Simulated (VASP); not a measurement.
A run of VASP 6.6.1 is set up as follows.

INCAR

```
ALGO = Normal
EDIFF = 1E-6
ENCUT = 520
GGA = PE
ISIF = 2
ISMEAR = -1
LASPH = T
LCHARG = T
LELF = T
LREAL = F
LVHAR = T
LWAVE = F
NBANDS = 63
NELM = 100
PREC = Accurate
SIGMA = 0.05
```

File KPOINTS:

```
k-points
0
Gamma
  3 3 2
```

Contents of POSCAR:

```
HfIn4SiO6
1.0
    5.6986700000      0.0038100000      0.0155900000
   -0.7050600000      6.1081500000     -0.0057500000
   -2.7371800000     -1.3955700000      6.6307600000
Hf In Si O
1 4 1 6
Direct
    0.1179300000      0.0155600000      0.1329200000
    0.3884200000      0.9990100000      0.7289100000
    0.7586500000      0.0084200000      0.4958600000
    0.2346100000      0.4884100000      0.5330000000
    0.5964900000      0.4821100000      0.2052800000
    0.8677800000      0.4402900000      0.8554400000
    0.5531600000      0.3873800000      0.7929000000
    0.9345400000      0.3848300000      0.6559600000
    0.9841400000      0.2621800000      0.0034700000
    0.9908300000      0.6980600000      0.9845200000
    0.0866500000      0.0649300000      0.3937400000
    0.4868000000      0.1088300000      0.2179900000
```

Potentials or basis: VASP PAW PBE potentials, release 64 (Hf_pv, In_d, Si, O).

The run is started by

```console
$ cat potpaw_PBE.64/Hf_pv/POTCAR potpaw_PBE.64/In_d/POTCAR potpaw_PBE.64/Si/POTCAR potpaw_PBE.64/O/POTCAR > POTCAR
$ mpirun -np 1 vasp_std > vasp.out
```

(1) Estimate the band gap on the k mesh.

(2) Predict the pressure.

(3) What does it give for the largest force?

Answers

(1) 0.99 eV, indirect (least direct gap 1.16 eV).

(2) -0.2 GPa.

(3) 0.169 eV/Å.

Caveat: the k points lie up to 0.47 Å⁻¹ apart; spin-orbit coupling is left out, which moves the levels of the heavy elements.
